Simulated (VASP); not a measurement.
Here is a VASP 6.6.1 calculation.

The input INCAR:

```
  PREC = Accurate
  ENCUT = 520
  EDIFF = 1E-6
  ISMEAR = 0
  SIGMA = 0.1
  LREAL = False
  LASPH = True
  NELM = 150
  ALGO = Normal
  ISIF = 2
  LWAVE = False
  LCHARG = False
  ISPIN = 2
  MAGMOM = 0.77 0.77 0.79 0.79
  LORBIT = 11
  LMAXMIX = 4
  GGA = PS
  NBANDS = 32
```

The input KPOINTS:

```
regular mesh
0
Gamma
  9 9 2
```

The input POSCAR:

```
Ni
1.0
    2.4417809569      0.0000000000      0.0000000000
   -1.2208904784      2.1146443391      0.0000000000
    0.0000000000      0.0000000000      8.0570386615
Ni
4
Direct
    0.0000000000      0.0000000000      0.0000000000
    0.0000000000      0.0000000000      0.5000000000
    0.3333333333      0.6666666667      0.7500000000
    0.6666666667      0.3333333333      0.2500000000
```

Potentials or basis: VASP PAW PBE potentials, release 64 (Ni).

Run with:

```sh
$ cat potpaw_PBE.64/Ni/POTCAR > POTCAR
$ mpirun -np 1 vasp_std > vasp.out
```

**Question.** Estimate the pressure.

**Answer.** -0.4 GPa.

**Question.** What does it give for the site moments?

**Answer.** Ni +0.58, +0.60 μB.

**Question.** What does it give for the net moment?

**Answer.** 2.34 μB per cell.

Stress tensor (GPa, compression positive):
```
-0.31  0.00  0.00
 0.00 -0.31  0.00
 0.00  0.00 -0.48
```

Caveat: the k points lie up to 0.39 Å⁻¹ apart; the PAW data sets were made with another functional, which shifts forces and pressure a little.
